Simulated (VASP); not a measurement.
# La4Ag3Sb8Au (P-42m) in VASP: single point with PBEsol

Aim: the single point of La4Ag3Sb8Au with PBEsol.

Program: VASP 6.6.1. These are calculated values, not measurements. Logs are shortened: lines on timing, memory, paths and dates and some standing lists are left out, and cuts for length are marked.

## (1) The cell of the first run

It takes space group P-42m (No. 111, tetragonal). The conventional cell has a = 6.195 Å, b = 6.195 Å, c = 10.612 Å, α = 90.00°, β = 90.00°, γ = 90.00°. Within 4.2 Å of La (site symmetry m) lie 8 Sb at 3.22 to 3.39 Å and 1 Au at 3.49 Å and 3 Ag at 3.50 Å. Within 3.7 Å of Au (site symmetry -42m) lie 4 Sb at 2.84 Å and 4 Ag at 3.10 Å and 4 La at 3.49 Å. Within 3.7 Å of Ag (site symmetry -42m) lie 4 Sb at 2.84 Å and 4 Ag at 3.10 Å and 4 La at 3.50 Å. Ag (site symmetry 222) has 4 Sb at 2.84 Å and 2 Au at 3.10 Å and 2 Ag at 3.10 Å and 4 La at 3.50 Å within 3.7 Å. Within 3.7 Å of Sb (site symmetry m) lie 3 Ag at 2.84 Å and 1 Au at 2.84 Å and 4 La at 3.22 to 3.24 Å. Within 4.1 Å of Sb (site symmetry -42m) lie 4 Sb at 3.10 Å and 4 La at 3.38 Å. Within 4.1 Å of Sb (site symmetry -42m) lie 4 Sb at 3.10 Å and 4 La at 3.39 Å. Sb (site symmetry 222) has 4 Sb at 3.10 Å and 4 La at 3.38 Å within 4.1 Å.

## (2) Single point, PBEsol

File INCAR:

```
SYSTEM = La4Ag3Sb8Au
ALGO     = Normal         ! electronic algorithm
EDIFF    = 1E-7           ! SCF threshold, eV
ENCUT    = 520            ! plane-wave cutoff, eV
GGA      = PS             ! functional
ISIF     = 2              ! what is computed and relaxed
ISMEAR   = 0              ! smearing method
LASPH    = .True.         ! aspherical terms in the spheres
LCHARG   = .False.        ! write CHGCAR
LREAL    = Auto         
LWAVE    = .False.        ! write WAVECAR
NBANDS   = 78             ! bands
NELM     = 100            ! most SCF steps
PREC     = Accurate       ! precision mode
SIGMA    = 0.1            ! smearing width, eV
```

File KPOINTS:

```
k-points
0
Gamma
  6 6 4
  0 0 0
```

File POSCAR:

```
La4Ag3Sb8Au
1.0
    4.3808649151     -4.3808649151      0.0000000000
    4.3808649151      4.3808649151      0.0000000000
    0.0000000000      0.0000000000     10.6119306333
La Au Ag Sb
4 1 3 8
Direct
    0.7514345636      0.2485654364      0.2568660760
    0.2485654364      0.7514345636      0.2568660760
    0.2485654364      0.2485654364      0.7431339240
    0.7514345636      0.7514345636      0.7431339240
    0.0000000000      0.0000000000      0.0000000000
    0.5000000000      0.5000000000      0.0000000000
    0.0000000000      0.5000000000      0.0000000000
    0.5000000000      0.0000000000      0.0000000000
    0.7499266316      0.2500733684      0.8291798486
    0.2500733684      0.7499266316      0.8291798486
    0.2500733684      0.2500733684      0.1708201514
    0.7499266316      0.7499266316      0.1708201514
    0.0000000000      0.0000000000      0.5000000000
    0.5000000000      0.5000000000      0.5000000000
    0.0000000000      0.5000000000      0.5000000000
    0.5000000000      0.0000000000      0.5000000000
```

Potentials or basis: VASP PAW PBE potentials, release 64 (La, Au, Ag, Sb).

The run is started by

```
cat potpaw_PBE.64/La/POTCAR potpaw_PBE.64/Au/POTCAR potpaw_PBE.64/Ag/POTCAR potpaw_PBE.64/Sb/POTCAR > POTCAR
mpirun -np 1 vasp_std > vasp.out
```

OUTCAR:

```text
SYSTEM = La4Ag3Sb8Au
   EDIFF = 1E-7
   ENCUT = 520
   GGA = PS
   ISIF = 2
   ISMEAR = 0
   LASPH = .True.
   LREAL = Auto
   NELM = 100
   PREC = Accurate

 ion  position               nearest neighbor table
   1  0.751  0.249  0.257-  11 3.22  12 3.22  12 3.24  11 3.24  13 3.38  16 3.38  15 3.38  14 3.39
                             5 3.49   8 3.50   7 3.50   6 3.50
   2  0.249  0.751  0.257-  11 3.22  12 3.22  12 3.24  11 3.24  13 3.38  16 3.38  15 3.38  14 3.39
                             5 3.49   8 3.50   7 3.50   6 3.50
   3  0.249  0.249  0.743-   9 3.22  10 3.22   9 3.24  10 3.24  13 3.38  15 3.38  16 3.38  14 3.39
                             5 3.49   7 3.50   8 3.50   6 3.50
   4  0.751  0.751  0.743-   9 3.22  10 3.22   9 3.24  10 3.24  13 3.38  15 3.38  16 3.38  14 3.39
                             5 3.49   7 3.50   8 3.50   6 3.50
   5  0.000  0.000  0.000-   9 2.84  10 2.84  11 2.84  12 2.84   7 3.10   8 3.10   7 3.10   8 3.10
                             1 3.49   2 3.49   3 3.49   4 3.49
   6  0.500  0.500  0.000-   9 2.84  10 2.84  11 2.84  12 2.84   7 3.10   8 3.10   8 3.10   7 3.10
                             1 3.50   2 3.50   3 3.50   4 3.50
   7  0.000  0.500  0.000-   9 2.84  10 2.84  11 2.84  12 2.84   5 3.10   6 3.10   5 3.10   6 3.10
                             1 3.50   2 3.50   3 3.50   4 3.50
   8  0.500  0.000  0.000-   9 2.84  10 2.84  11 2.84  12 2.84   5 3.10   6 3.10   6 3.10   5 3.10
                             1 3.50   2 3.50   3 3.50   4 3.50
   9  0.750  0.250  0.829-   6 2.84   7 2.84   8 2.84   5 2.84   3 3.22   4 3.22   4 3.24   3 3.24
[... 9 lines left out ...]
  14  0.500  0.500  0.500-  15 3.10  16 3.10  16 3.10  15 3.10   1 3.39   2 3.39   3 3.39   4 3.39

  15  0.000  0.500  0.500-  13 3.10  14 3.10  13 3.10  14 3.10   1 3.38   2 3.38   3 3.38   4 3.38

  16  0.500  0.000  0.500-  13 3.10  14 3.10  14 3.10  13 3.10   1 3.38   2 3.38   3 3.38   4 3.38

  LATTYP: Found a simple tetragonal cell.
 ALAT       =     6.1954785779
 C/A-ratio  =     1.7128508314

  Lattice vectors:

 A1 = (   4.3808649151,  -4.3808649151,   0.0000000000)
 A2 = (   4.3808649151,   4.3808649151,   0.0000000000)
 A3 = (   0.0000000000,   0.0000000000,  10.6119306333)

Analysis of symmetry for initial positions (statically):
=====================================================================
 Subroutine PRICEL returns:
 Original cell was already a primitive cell.

 Routine SETGRP: Setting up the symmetry group for a
 simple tetragonal supercell.

 Subroutine GETGRP returns: Found  8 space group operations
 (whereof  8 operations were pure point group operations)
 out of a pool of 16 trial point group operations.

The static configuration has the point symmetry D_2d.

Analysis of symmetry for dynamics (positions and initial velocities):
=====================================================================
 Subroutine PRICEL returns:
 Original cell was already a primitive cell.

 Routine SETGRP: Setting up the symmetry group for a
 simple tetragonal supercell.

 Subroutine GETGRP returns: Found  8 space group operations
 (whereof  8 operations were pure point group operations)
 out of a pool of 16 trial point group operations.

The dynamic configuration has the point symmetry D_2d.

 Subroutine INISYM returns: Found  8 space group operations
 (whereof  8 operations are pure point group operations),
 and found     1 'primitive' translations

----------------------------------------------------------------------------------------

                                     Primitive cell

  volume of cell :     407.3279

  direct lattice vectors                    reciprocal lattice vectors
     4.380864915 -4.380864915  0.000000000     0.114132713 -0.114132713  0.000000000
     4.380864915  4.380864915  0.000000000     0.114132713  0.114132713  0.000000000
     0.000000000  0.000000000 10.611930633     0.000000000  0.000000000  0.094233560

  length of vectors
     6.195478578  6.195478578 10.611930633     0.161408031  0.161408031  0.094233560

  position of ions in fractional coordinates (direct lattice)
     0.751434564  0.248565436  0.256866076
     0.248565436  0.751434564  0.256866076
     0.248565436  0.248565436  0.743133924
     0.751434564  0.751434564  0.743133924
     0.000000000  0.000000000  0.000000000
     0.500000000  0.500000000  0.000000000
[... 8 lines left out ...]
     0.000000000  0.500000000  0.500000000
     0.500000000  0.000000000  0.500000000

  ion indices of the primitive-cell ions
   primitive index   ion index
                 1           1
                 2           2
                 3           3
                 4           4
                 5           5
                 6           6
[... 8 lines left out ...]
                15          15
                16          16

----------------------------------------------------------------------------------------

 KPOINTS: k-points

Automatic generation of k-mesh.
 Grid dimensions read from file:
 generate k-points for:    6    6    4

 Generating k-lattice:

  Cartesian coordinates                     Fractional coordinates (reciprocal lattice)
     0.019022119 -0.019022119  0.000000000     0.166666667  0.000000000  0.000000000
     0.019022119  0.019022119  0.000000000     0.000000000  0.166666667  0.000000000
     0.000000000  0.000000000  0.023558390     0.000000000  0.000000000  0.250000000

  Length of vectors
     0.026901339  0.026901339  0.023558390

  Shift w.r.t. Gamma in fractional coordinates (k-lattice)
     0.000000000  0.000000000  0.000000000

 Subroutine IBZKPT returns following result:
 ===========================================

 Found     30 irreducible k-points:

 Following reciprocal coordinates:
            Coordinates               Weight
  0.000000  0.000000  0.000000      1.000000
  0.166667  0.000000  0.000000      4.000000
  0.333333  0.000000  0.000000      4.000000
  0.500000  0.000000  0.000000      2.000000
  0.166667  0.166667  0.000000      4.000000
  0.333333  0.166667  0.000000      8.000000
[... 16 lines left out ...]
  0.333333  0.000000  0.500000      4.000000
  0.500000  0.000000  0.500000      2.000000
 [... further k-points ...]
   k-points           NKPTS =     30   k-points in BZ     NKDIM =     30   number of bands    NBANDS=     78
   number of dos      NEDOS =    301   number of ions     NIONS =     16
   total plane-waves  NPLWV = 184320
   dimension x,y,z NGX =    48 NGY =   48 NGZ =   80
   dimension x,y,z NGXF=    96 NGYF=   96 NGZF=  160
   ions per type =               4   1   3   8
   NGX,Y,Z   is equivalent  to a cutoff of  12.88, 12.88, 12.53 a.u.
   NGXF,Y,Z  is equivalent  to a cutoff of  25.76, 25.76, 25.07 a.u.
 SYSTEM =  La4Ag3Sb8Au
   PREC   = accura    normal or accurate (medium, high low for compatibility)
   ISTART =      0    job   : 0-new  1-cont  2-samecut
   ICHARG =      2    charge: 1-file 2-atom 10-const
   ISPIN  =      1    spin polarized calculation?
   LNONCOLLINEAR =      F non collinear calculations
   LSORBIT =      F    spin-orbit coupling
   LASPH  =      T    aspherical Exc in radial PAW
   ENCUT  =  520.0 eV  38.22 Ry    6.18 a.u.  11.52 11.52 19.73*2*pi/ulx,y,z
   NELM   =    100;   NELMIN=  2; NELMDL= -5     # of ELM steps
   EDIFF  = 0.1E-06   stopping-criterion for ELM
   LREAL  =      T    real-space projection
   EDIFFG = 0.1E-05   stopping-criterion for IOM
   NSW    =      0    number of steps for IOM
   IBRION =     -1    ionic relax: 0-MD 1-quasi-New 2-CG
   NFREE  =      0    steps in history (QN), initial steepest desc. (CG)
   ISIF   =      2    stress and relaxation
   ISYM   =      2    0-nonsym 1-usesym 2-fastsym
   POTIM  = 0.5000    time-step for ionic-motion
   TEBEG  =    0.0;   TEEND  =   0.0 temperature during run
   PSTRESS=    0.0 pullay stress
   NELECT =     128.0000    total number of electrons
   NUPDOWN=      -1.0000    fix difference up-down
   EMIN   =  10.00;   EMAX   =-10.00  energy-range for DOS
   EFERMI =   0.00;   METHOD = LEGACY
   ISMEAR =     0;   SIGMA  =   0.10  broadening in eV -4-tet -1-fermi 0-gaus
   EFERMI_NEDOS =   21; number of points for ismear=-14 and -15
   IALGO  =     38    algorithm
   IMIX   =      4    mixing-type and parameters
     AMIX     =   0.40;   BMIX     =  1.00
     AMIX_MAG =   1.60;   BMIX_MAG =  1.00
  volume/ion in A,a.u.               =      25.46       171.80
  Fermi-wavevector in a.u.,A,eV,Ry     =   1.113004  2.103273 16.854601  1.238778
  Thomas-Fermi vector in A             =   2.249584
   LORBIT       =      0    0 simple, 1 ext, 2 COOP (PROOUT), +10 PAW based schemes
   GGA     = PS    functional components
   LHFCALC =     F    Hartree Fock is set to
   AEXX    =    0.0000 exact exchange contribution
   IVDW    =     0    specifies the selected vdW correction
   LEPSILON=     F    determine dielectric tensor
   LRPA    =     F    only Hartree local field effects (RPA)
 non-spin polarized calculation
 Gauss-broadening in eV      SIGMA  =   0.10
  energy-cutoff  :      520.00
  volume of cell :      407.33
 maximum number of plane-waves:     11023
 NGX is ok and might be reduce to    48
   NGX = 23   NGY = 23   NGZ = 39

 number of electron     128.0000004 magnetization

 Free energy of the ion-electron system (eV)
  ---------------------------------------------------
  ext. energy  EPLUGINS =         0.00000000
  ---------------------------------------------------
  free energy    TOTEN  =       -84.33054414 eV

  energy without entropy =      -84.30543164  energy(sigma->0) =      -84.31798789

 E-fermi :   8.4895     XC(G=0): -10.6651

 val. band max:        8.4697452929   @ k =   0.1667   0.0000   0.2500
 cond. band min:       8.4917444726   @ k =   0.5000   0.3333   0.2500
 fundamental gap:      0.0219991797
 Fermi energy:         8.4894783389

 k-point     1 :       0.0000    0.0000    0.0000
  band No.  band energies     occupation
      1     -23.9082      2.00000
      2     -23.9071      2.00000
      3     -23.8829      2.00000
      4     -23.8829      2.00000
      5      -7.8823      2.00000
      6      -7.8620      2.00000
[... 1885 lines left out ...]
     75      10.6104      0.00000
     76      10.6375      0.00000

 [... further k-points ...]

 [bands above 76 left out]

------------------------ aborting loop because EDIFF is reached ----------------------------------------

  FORCE on cell =-STRESS in cart. coord.  units (eV):
  Direction    XX          YY          ZZ          XY          YZ          ZX
  --------------------------------------------------------------------------------------
  -------------------------------------------------------------------------------------
  Total       -0.0570462     -0.0570462     -0.1506987      0.0000000     -0.0000000      0.0000000
  in kB       -0.2243846     -0.2243846     -0.5927558      0.0000000     -0.0000000      0.0000000
  external PRESSURE =      -0.3471750 kB  Pullay stress =       0.0000000 kB

 VOLUME and BASIS-vectors are now :
 -----------------------------------------------------------------------------
  energy-cutoff  :      520.00
  volume of cell :      407.33
      direct lattice vectors                 reciprocal lattice vectors
     4.380864915 -4.380864915  0.000000000     0.114132713 -0.114132713  0.000000000
     4.380864915  4.380864915  0.000000000     0.114132713  0.114132713  0.000000000
     0.000000000  0.000000000 10.611930633     0.000000000  0.000000000  0.094233560

 POSITION                                       TOTAL-FORCE (eV/Angst)
 -----------------------------------------------------------------------------------
      4.38086     -2.20300      2.72584         0.000000     -0.000485      0.002845
      4.38086      2.20300      2.72584         0.000000      0.000485      0.002845
      2.17786      0.00000      7.88609        -0.000485      0.000000     -0.002845
      6.58387      0.00000      7.88609         0.000485      0.000000     -0.002845
      0.00000      0.00000      0.00000         0.000000      0.000000      0.000000
      4.38086      0.00000      0.00000         0.000000      0.000000      0.000000
[... 8 lines left out ...]
      2.19043      2.19043      5.30597        -0.000000     -0.000000      0.000000
      2.19043     -2.19043      5.30597        -0.000000     -0.000000      0.000000
 -----------------------------------------------------------------------------------
    total drift:                                0.000000      0.000000      0.000000

  FREE ENERGIE OF THE ION-ELECTRON SYSTEM (eV)
  ---------------------------------------------------
  free  energy   TOTEN  =       -84.3305441417 eV

  energy  without entropy=      -84.3054316426  energy(sigma->0) =      -84.31798789
```

Run time: 32 min. Hardware: 1 thread of AMD EPYC 7R43 (Zen 3), shared host; peak memory 0.79 GiB.

Results:

```yaml
Free_energy: -84.3305 eV
Pressure: 0.0 GPa
Largest_force: 0.004 eV/Å
Band_gap_on_the_k_mesh: zero (band 64 reaches 8.99 eV, above the bottom of band 65 at 8.12 eV)
```

Forces in eV/Å, atoms in the order of the input:
```
La   0.000  0.000  0.003
La   0.000  0.000  0.003
La   0.000  0.000 -0.003
La   0.000  0.000 -0.003
Au   0.000  0.000  0.000
Ag   0.000  0.000  0.000
Ag   0.000  0.000  0.000
Ag   0.000  0.000  0.000
Sb   0.000 -0.004  0.002
Sb   0.000  0.004  0.002
Sb  -0.004  0.000 -0.002
Sb   0.004  0.000 -0.002
Sb   0.000  0.000  0.000
Sb   0.000  0.000  0.000
Sb   0.000  0.000  0.000
Sb   0.000  0.000  0.000
```

Caveat: the PAW data sets were made with another functional, which shifts forces and pressure a little; spin-orbit coupling is left out, which moves the levels of the heavy elements.
